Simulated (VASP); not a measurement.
The system is Be5Sn.

```
Be Sn
1.0
     2.71448    0.00000    0.00000
    -1.35724    2.35081    0.00000
     0.00000    0.00000   11.07501
Be Sn
5 1
Cartesian
  0.0000 0.0000 7.2006
  0.0000 1.5672 8.8637
  0.0000 1.5672 2.2113
  0.0000 0.0000 3.8744
  1.3572 0.7836 5.5375
  0.0000 0.0000 0.0000
```

| Property | Result |
| --- | --- |
| Program | VASP 6.6.1 |
| Task | relaxation of cell and atoms |
| Functional | PBE |
| Potentials or basis | VASP PAW PBE potentials, release 64 (Be, Sn_d) |
| Cutoff | 600 eV |
| k mesh | 6 × 6 × 2 |
| Occupations | gaussian, width 0.1 eV |
| Spin | no spin polarisation |

At the start: pressure 7.6 GPa; volume 11.78 Å³/atom.

Problem. Where does the relaxation end?

Solution. Over 9 steps the energy falls by 45.7 meV/atom and the volume is 12.89 Å³/atom (+9.4 %); space group P-6m2 (No. 187, to 0.05 Å).

Step by step:
```
step  energy change (eV)  largest force (eV/Å)  pressure (GPa)  volume (Å³)
   1              0.0000                0.7848            7.65        70.67
   2             -0.1885                0.6162           -0.03        76.58
   3             -0.1928                0.5860           -1.21        77.71
   4             -0.2281                0.3827           -0.78        77.42
   5             -0.2494                0.3058           -0.04        76.97
   6             -0.2608                0.2211            0.09        76.85
   7             -0.2723                0.0435            0.43        76.58
   8             -0.2724                0.0446            0.47        76.54
   9             -0.2739                0.0359           -0.39        77.33
```

Final structure:
```
Be Sn
1.0
     2.80487    0.00000    0.00000
    -1.40244    2.42909    0.00000
     0.00000    0.00000   11.34958
Be Sn
5 1
Direct
  0.00000 0.00000 0.64526
  0.33333 0.66667 0.78407
  0.33333 0.66667 0.21593
  0.00000 0.00000 0.35474
  0.66667 0.33333 0.50000
  0.00000 0.00000 0.00000
```

Caveat: the k points lie up to 0.43 Å⁻¹ apart in the final cell.
